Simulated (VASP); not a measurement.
# PbS (P1) in VASP: single point with PBE

Aim: the single point of PbS with PBE.

Program: VASP 6.6.1. These are calculated values, not measurements. Logs are shortened: lines on timing, memory, paths and dates and some standing lists are left out, and cuts for length are marked.

**1. The cell of the first run**

The typed cell holds 8 atoms: a = 8.388 Å, b = 8.388 Å, c = 4.194 Å, α = 60.00°, β = 60.00°, γ = 60.00°.

**2. Single point, PBE**

INCAR

```
SYSTEM = PbS
PREC = Accurate
ENCUT = 400
EDIFF = 1E-6
ISMEAR = 1
SIGMA = 0.05
LREAL = .False.
LASPH = .True.
NELM = 120
ALGO = Normal
ISIF = 2
LWAVE = .False.
LCHARG = .False.
GGA = PE
NBANDS = 50
GGA_COMPAT = .False.
```

KPOINTS

```
Automatic mesh
0
Gamma
  2 2 2
  0 0 0
```

POSCAR

```
PbS
1.0
    0.0000000000      5.9315000000      5.9315000000
    5.9315000000      0.0000000000      5.9315000000
    2.9657500000      2.9657500000      0.0000000000
Pb S
4 4
Direct
   -0.0060675209      0.0053859058      0.0082247324
   -0.0043440951      0.5055387339     -0.0020190508
    0.5063343168     -0.0230783107      0.0086767260
    0.5030906179      0.5197826857     -0.0072804518
    0.2352180730      0.2673588468      0.5025383124
    0.2799209306      0.7347588300      0.4591563685
    0.7717586614      0.2210241086      0.5199465565
    0.7261932901      0.7301118604      0.5067310124
```

Potentials or basis: VASP PAW PBE potentials, release 64 (Pb_d, S).

Run with:

```bash
cat potpaw_PBE.64/Pb_d/POTCAR potpaw_PBE.64/S/POTCAR > POTCAR
mpirun -np 1 vasp_std > vasp.out
```

OUTCAR:

```text
SYSTEM = PbS
   PREC = Accurate
   ENCUT = 400
   EDIFF = 1E-6
   ISMEAR = 1
   LREAL = .False.
   LASPH = .True.
   NELM = 120
   ISIF = 2
   GGA = PE

 ion  position               nearest neighbor table
   1  0.994  0.005  0.008-   7 2.77   7 2.80   5 2.99   6 3.05   8 3.23   6 3.24
   2  0.996  0.506  0.998-   8 2.85   5 2.88   5 2.92   7 3.03   6 3.06   8 3.07   3 4.03   4 4.08

   3  0.506  0.977  0.009-   6 2.78   8 2.79   8 2.96   7 3.02   5 3.12   5 3.19   4 3.88   4 3.99
                             2 4.03
   4  0.503  0.520  0.993-   8 2.58   6 2.66   6 2.92   5 3.09   7 3.17   7 3.18   3 3.88   3 3.99
                             2 4.08
   5  0.235  0.267  0.503-   2 2.88   2 2.92   1 2.99   4 3.09   3 3.12   3 3.19
   6  0.280  0.735  0.459-   4 2.66   3 2.78   4 2.92   1 3.05   2 3.06   1 3.24
   7  0.772  0.221  0.520-   1 2.77   1 2.80   3 3.02   2 3.03   4 3.17   4 3.18
   8  0.726  0.730  0.507-   4 2.58   3 2.79   2 2.85   3 2.96   2 3.07   1 3.23

  LATTYP: Found a base centered orthorhombic cell.
 ALAT       =     8.3884077452
 B/A-ratio  =     1.4142135624
 C/A-ratio  =     0.5000000000

  Lattice vectors:

 A1 = (  -2.9657500000,   2.9657500000,  -5.9315000000)
 A2 = (  -2.9657500000,   2.9657500000,   5.9315000000)
 A3 = (   2.9657500000,   2.9657500000,   0.0000000000)

Analysis of symmetry for initial positions (statically):
=====================================================================
 Subroutine PRICEL returns:
 Original cell was already a primitive cell.

 Routine SETGRP: Setting up the symmetry group for a
 base centered orthorhombic supercell.

 Subroutine GETGRP returns: Found  1 space group operations
 (whereof  1 operations were pure point group operations)
 out of a pool of  8 trial point group operations.

The static configuration has the point symmetry C_1 .

Analysis of symmetry for dynamics (positions and initial velocities):
=====================================================================
 Subroutine PRICEL returns:
 Original cell was already a primitive cell.

 Routine SETGRP: Setting up the symmetry group for a
 base centered orthorhombic supercell.

 Subroutine GETGRP returns: Found  1 space group operations
 (whereof  1 operations were pure point group operations)
 out of a pool of  8 trial point group operations.

The dynamic configuration has the point symmetry C_1 .

 Subroutine INISYM returns: Found  1 space group operations
 (whereof  1 operations are pure point group operations),
 and found     1 'primitive' translations

----------------------------------------------------------------------------------------

                                     Primitive cell

  volume of cell :     208.6861

  direct lattice vectors                    reciprocal lattice vectors
     0.000000000  5.931500000  5.931500000    -0.084295709  0.084295709  0.084295709
     5.931500000  0.000000000  5.931500000     0.084295709 -0.084295709  0.084295709
     2.965750000  2.965750000  0.000000000     0.168591419  0.168591419 -0.168591419

  length of vectors
     8.388407745  8.388407745  4.194203873     0.146004451  0.146004451  0.292008903

  position of ions in fractional coordinates (direct lattice)
     0.993932479  0.005385906  0.008224732
     0.995655905  0.505538734  0.997980949
     0.506334317  0.976921689  0.008676726
     0.503090618  0.519782686  0.992719548
     0.235218073  0.267358847  0.502538312
     0.279920931  0.734758830  0.459156368
     0.771758661  0.221024109  0.519946557
     0.726193290  0.730111860  0.506731012

  ion indices of the primitive-cell ions
   primitive index   ion index
                 1           1
                 2           2
                 3           3
                 4           4
                 5           5
                 6           6
                 7           7
                 8           8

----------------------------------------------------------------------------------------

 KPOINTS: Automatic mesh

Automatic generation of k-mesh.
 Grid dimensions read from file:
 generate k-points for:    2    2    2

 Generating k-lattice:

  Cartesian coordinates                     Fractional coordinates (reciprocal lattice)
    -0.042147855  0.042147855  0.042147855     0.500000000  0.000000000  0.000000000
     0.042147855 -0.042147855  0.042147855     0.000000000  0.500000000  0.000000000
     0.084295709  0.084295709 -0.084295709     0.000000000  0.000000000  0.500000000

  Length of vectors
     0.073002226  0.073002226  0.146004451

  Shift w.r.t. Gamma in fractional coordinates (k-lattice)
     0.000000000  0.000000000  0.000000000

 Subroutine IBZKPT returns following result:
 ===========================================

 Found      8 irreducible k-points:

 Following reciprocal coordinates:
            Coordinates               Weight
  0.000000  0.000000  0.000000      1.000000
  0.500000  0.000000  0.000000      1.000000
  0.000000  0.500000  0.000000      1.000000
  0.500000  0.500000  0.000000      1.000000
  0.000000  0.000000  0.500000      1.000000
  0.500000  0.000000  0.500000      1.000000
  0.000000  0.500000  0.500000      1.000000
  0.500000  0.500000  0.500000      1.000000
   k-points           NKPTS =      8   k-points in BZ     NKDIM =      8   number of bands    NBANDS=     50
   number of dos      NEDOS =    301   number of ions     NIONS =      8
   total plane-waves  NPLWV =  87808
   dimension x,y,z NGX =    56 NGY =   56 NGZ =   28
   dimension x,y,z NGXF=   112 NGYF=  112 NGZF=   56
   ions per type =               4   4
   NGX,Y,Z   is equivalent  to a cutoff of  11.10, 11.10, 11.10 a.u.
   NGXF,Y,Z  is equivalent  to a cutoff of  22.20, 22.20, 22.20 a.u.
 SYSTEM =  PbS
   PREC   = accura    normal or accurate (medium, high low for compatibility)
   ISTART =      0    job   : 0-new  1-cont  2-samecut
   ICHARG =      2    charge: 1-file 2-atom 10-const
   ISPIN  =      1    spin polarized calculation?
   LNONCOLLINEAR =      F non collinear calculations
   LSORBIT =      F    spin-orbit coupling
   LASPH  =      T    aspherical Exc in radial PAW
   ENCUT  =  400.0 eV  29.40 Ry    5.42 a.u.  13.68 13.68  6.84*2*pi/ulx,y,z
   NELM   =    120;   NELMIN=  2; NELMDL= -5     # of ELM steps
   EDIFF  = 0.1E-05   stopping-criterion for ELM
   LREAL  =      F    real-space projection
   EDIFFG = 0.1E-04   stopping-criterion for IOM
   NSW    =      0    number of steps for IOM
   IBRION =     -1    ionic relax: 0-MD 1-quasi-New 2-CG
   NFREE  =      0    steps in history (QN), initial steepest desc. (CG)
   ISIF   =      2    stress and relaxation
   ISYM   =      2    0-nonsym 1-usesym 2-fastsym
   POTIM  = 0.5000    time-step for ionic-motion
   TEBEG  =    0.0;   TEEND  =   0.0 temperature during run
   PSTRESS=    0.0 pullay stress
   NELECT =      80.0000    total number of electrons
   NUPDOWN=      -1.0000    fix difference up-down
   EMIN   =  10.00;   EMAX   =-10.00  energy-range for DOS
   EFERMI =   0.00;   METHOD = LEGACY
   ISMEAR =     1;   SIGMA  =   0.05  broadening in eV -4-tet -1-fermi 0-gaus
   EFERMI_NEDOS =   21; number of points for ismear=-14 and -15
   IALGO  =     38    algorithm
   IMIX   =      4    mixing-type and parameters
     AMIX     =   0.40;   BMIX     =  1.00
     AMIX_MAG =   1.60;   BMIX_MAG =  1.00
  volume/ion in A,a.u.               =      26.09       176.04
  Fermi-wavevector in a.u.,A,eV,Ry     =   1.189251  2.247359 19.242973  1.414319
  Thomas-Fermi vector in A             =   2.325363
   LORBIT       =      0    0 simple, 1 ext, 2 COOP (PROOUT), +10 PAW based schemes
   GGA     = PE    functional components
   LHFCALC =     F    Hartree Fock is set to
   AEXX    =    0.0000 exact exchange contribution
   IVDW    =     0    specifies the selected vdW correction
   LEPSILON=     F    determine dielectric tensor
   LRPA    =     F    only Hartree local field effects (RPA)
 non-spin polarized calculation
 Methfessel and Paxton  Order N= 1 SIGMA  =   0.05
  energy-cutoff  :      400.00
  volume of cell :      208.69
 maximum number of plane-waves:      3822
 NGX is ok and might be reduce to    56
   NGX = 27   NGY = 27   NGZ = 13

 number of electron      80.0000003 magnetization

 Free energy of the ion-electron system (eV)
  ---------------------------------------------------
  ext. energy  EPLUGINS =         0.00000000
  ---------------------------------------------------
  free energy    TOTEN  =       -34.13292287 eV

  energy without entropy =      -34.13335426  energy(sigma->0) =      -34.13306667

 E-fermi :   5.8776     XC(G=0):  -9.6569

 val. band max:        5.8362408676   @ k =   0.0000   0.0000   0.0000
 cond. band min:       6.2618731237   @ k =   0.0000   0.0000   0.5000
 fundamental gap:      0.4256322561
 Fermi energy:         5.8775897128

 k-point     1 :       0.0000    0.0000    0.0000
  band No.  band energies     occupation
      1     -11.2156      2.00000
      2     -11.1439      2.00000
      3     -11.1301      2.00000
      4     -11.1084      2.00000
      5     -11.0945      2.00000
      6     -11.0796      2.00000
[... 42 lines left out ...]
     49      10.8829      0.00000
     50      11.1015      0.00000

 k-point     2 :       0.5000    0.0000    0.0000
  band No.  band energies     occupation
      1     -11.1833      2.00000
      2     -11.1384      2.00000
      3     -11.1245      2.00000
      4     -11.1191      2.00000
      5     -11.0906      2.00000
      6     -11.0762      2.00000
[... 42 lines left out ...]
     49       9.6861      0.00000
     50       9.9098      0.00000

 k-point     3 :       0.0000    0.5000    0.0000
  band No.  band energies     occupation
      1     -11.1880      2.00000
      2     -11.1371      2.00000
      3     -11.1249      2.00000
      4     -11.1184      2.00000
      5     -11.0915      2.00000
      6     -11.0758      2.00000
[... 42 lines left out ...]
     49       9.7039      0.00000
     50       9.9677      0.00000

 k-point     4 :       0.5000    0.5000    0.0000
  band No.  band energies     occupation
      1     -11.1774      2.00000
      2     -11.1394      2.00000
      3     -11.1241      2.00000
      4     -11.1188      2.00000
      5     -11.0898      2.00000
      6     -11.0740      2.00000
[... 42 lines left out ...]
     49      10.2385      0.00000
     50      10.5140      0.00000

 k-point     5 :       0.0000    0.0000    0.5000
  band No.  band energies     occupation
      1     -11.2493      2.00000
      2     -11.1751      2.00000
      3     -11.1170      2.00000
      4     -11.1119      2.00000
      5     -11.1068      2.00000
      6     -11.0941      2.00000
[... 42 lines left out ...]
     49      11.3247      0.00000
     50      11.4750      0.00000

 k-point     6 :       0.5000    0.0000    0.5000
  band No.  band energies     occupation
      1     -11.2152      2.00000
      2     -11.1406      2.00000
      3     -11.1380      2.00000
      4     -11.1135      2.00000
      5     -11.1059      2.00000
      6     -11.0944      2.00000
[... 42 lines left out ...]
     49      10.1275      0.00000
     50      10.1893      0.00000

 k-point     7 :       0.0000    0.5000    0.5000
  band No.  band energies     occupation
      1     -11.2158      2.00000
      2     -11.1510      2.00000
      3     -11.1416      2.00000
      4     -11.1078      2.00000
      5     -11.1007      2.00000
      6     -11.0941      2.00000
[... 42 lines left out ...]
     49      10.1381      0.00000
     50      10.2930      0.00000

 k-point     8 :       0.5000    0.5000    0.5000
  band No.  band energies     occupation
      1     -11.2289      2.00000
      2     -11.1402      2.00000
      3     -11.1096      2.00000
      4     -11.1044      2.00000
      5     -11.1024      2.00000
      6     -11.0850      2.00000
[... 42 lines left out ...]
     49      10.4395      0.00000
     50      10.6969      0.00000

------------------------ aborting loop because EDIFF is reached ----------------------------------------

  FORCE on cell =-STRESS in cart. coord.  units (eV):
  Direction    XX          YY          ZZ          XY          YZ          ZX
  --------------------------------------------------------------------------------------
  -------------------------------------------------------------------------------------
  Total        6.8061681      5.0436659      5.0614407      1.4348826      0.7935795     -0.7302566
  in kB       52.2540127     38.7224912     38.8589563     11.0162388      6.0926668     -5.6065086
  external PRESSURE =      43.2784867 kB  Pullay stress =       0.0000000 kB

 VOLUME and BASIS-vectors are now :
 -----------------------------------------------------------------------------
  energy-cutoff  :      400.00
  volume of cell :      208.69
      direct lattice vectors                 reciprocal lattice vectors
     0.000000000  5.931500000  5.931500000    -0.084295709  0.084295709  0.084295709
     5.931500000  0.000000000  5.931500000     0.084295709 -0.084295709  0.084295709
     2.965750000  2.965750000  0.000000000     0.168591419  0.168591419 -0.168591419

 POSITION                                       TOTAL-FORCE (eV/Angst)
 -----------------------------------------------------------------------------------
      0.05634      5.91990      5.92746         0.221599      0.031644      0.430262
      5.95837      8.86550      8.90434        -0.453808      0.509080     -0.089855
      5.82034      3.02906      8.79793         0.529362     -0.572499      0.413183
      6.02725      5.92824      6.06717        -0.532906      0.096514     -1.428076
      3.07624      2.88560      2.98103        -0.449386     -0.101315     -0.788172
      5.71997      3.02209      6.01857         0.659992      0.117453     -0.111502
      2.85304      6.11972      5.88869        -0.246673     -0.366810      0.444462
      5.83350      5.81025      8.63807         0.271820      0.285933      1.129698
 -----------------------------------------------------------------------------------
    total drift:                               -0.000916     -0.000214      0.000284

  FREE ENERGIE OF THE ION-ELECTRON SYSTEM (eV)
  ---------------------------------------------------
  free  energy   TOTEN  =       -34.1329228701 eV

  energy  without entropy=      -34.1333542625  energy(sigma->0) =      -34.13306667
```

Run time: 43 s. Hardware: 1 thread of Intel Xeon 6975P-C (Granite Rapids), shared host; peak memory 0.29 GiB.

Results:

```yaml
Free_energy: -34.1329 eV
Pressure: 4.3 GPa
Largest_force: 1.527 eV/Å
Band_gap_on_the_k_mesh: 0.43 eV (least direct gap 0.44 eV)
```

Forces in eV/Å, atoms in the order of the input:
```
Pb   0.222  0.032  0.430
Pb  -0.454  0.509 -0.090
Pb   0.529 -0.572  0.413
Pb  -0.533  0.097 -1.428
S   -0.449 -0.101 -0.788
S    0.660  0.117 -0.112
S   -0.247 -0.367  0.444
S    0.272  0.286  1.130
```

Caveat: the k points lie up to 0.75 Å⁻¹ apart; spin-orbit coupling is left out, which moves the levels of the heavy elements; forces of over 1 eV/Å act on the atoms, so gaps and moduli don't describe the material at rest. A k mesh can miss the band edges.
